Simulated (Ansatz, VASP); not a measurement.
Two plane-wave programs on Ga3O2

File INCAR:

```
PREC = Accurate ; ENCUT = 520
EDIFF = 1E-6 ; ISMEAR = 0
SIGMA = 0.1 ; LREAL = F
LASPH = T ; NELM = 150
ALGO = Normal ; ISIF = 2
LWAVE = F ; LCHARG = F
ISPIN = 2 ; MAGMOM = 0 0 0 1 1
LORBIT = 11 ; GGA = PE
NBANDS = 38
```

KPOINTS

```
Automatic mesh
0
Gamma
  4 4 4
```

File POSCAR:

```
Ga3O2
1.0
    0.0000000000      3.1856243677      4.2549262318
    2.9855118483      0.0000000000      4.2549262318
    2.9855118483      3.1856243677      0.0000000000
Ga O
3 2
Direct
    0.1392810198      0.1392810198      0.8607189802
    0.8315361962      0.8315361962      0.6684638038
    0.3315361962      0.3315361962      0.1684638038
    0.7587977406      0.1894318272      0.8105681728
    0.1894318272      0.7587977406      0.2412022594
```

Input for Ansatz:

```yaml
crystal:
  lattice:
    - [0.0, 3.1856243677, 4.2549262318]
    - [2.9855118483, 0.0, 4.2549262318]
    - [2.9855118483, 3.1856243677, 0.0]
  atoms:
    - { symbol: Ga, position: [0.1392810198, 0.1392810198, 0.8607189802] }
    - { symbol: Ga, position: [0.8315361962, 0.8315361962, 0.6684638038] }
    - { symbol: Ga, position: [0.3315361962, 0.3315361962, 0.1684638038] }
    - { symbol: O, position: [0.7587977406, 0.1894318272, 0.8105681728], spin: 1.0 }
    - { symbol: O, position: [0.1894318272, 0.7587977406, 0.2412022594], spin: 1.0 }
basis:
  ecutwfc: 420
kpoints:
  mp_grid: { grid: [4, 4, 4] }
hamiltonian:
  xc: pbe
scf:
  occupations: { method: gaussian, width: 0.1 }
  lower_state_search: "off"
output:
  forces: true
  stress: true
  eigenvalues: true
  populations: true
magnetization:
  spin_polarized: true
```

Alike in both runs: task single point; functional PBE; k mesh 4 × 4 × 4; occupations gaussian, width 0.1 eV; collinear spin.

|  | VASP | Ansatz |
| --- | --- | --- |
| version | VASP 6.6.1 | Ansatz 0.2.0 |
| potentials or method | VASP PAW PBE potentials, release 64 (Ga_d, O), cutoff 520 eV | scalar-relativistic, plane waves, PAW |
| valence electrons in the cell | 51 | 51 |

|  | VASP | Ansatz | Ansatz less VASP |
| --- | --- | --- | --- |
| gap on the k mesh at the Fermi level (eV) | none | none | - |
| pressure (GPa) | 0.4 | 0.1 | -0.33 |
| traceless stress, the component that is largest in VASP (GPa) | 0.37 | 0.26 | -0.105 |
| rms of the force components (eV/Å) | 0.028 | 0.004 | -0.0234 |
| net moment per atom (μB) | 0.00 | 0.00 | 0.000 |

Atom by atom the forces differ by 0.030 eV/Å (rms over components). A gap of «none» marks a metal or a gap that the smearing closes. The functional is the same, so the differences come from potentials, cutoffs and numerics. Ansatz's warnings: seeded moment not kept.

The k mesh is coarse, so the values compare programs but aren't converged.
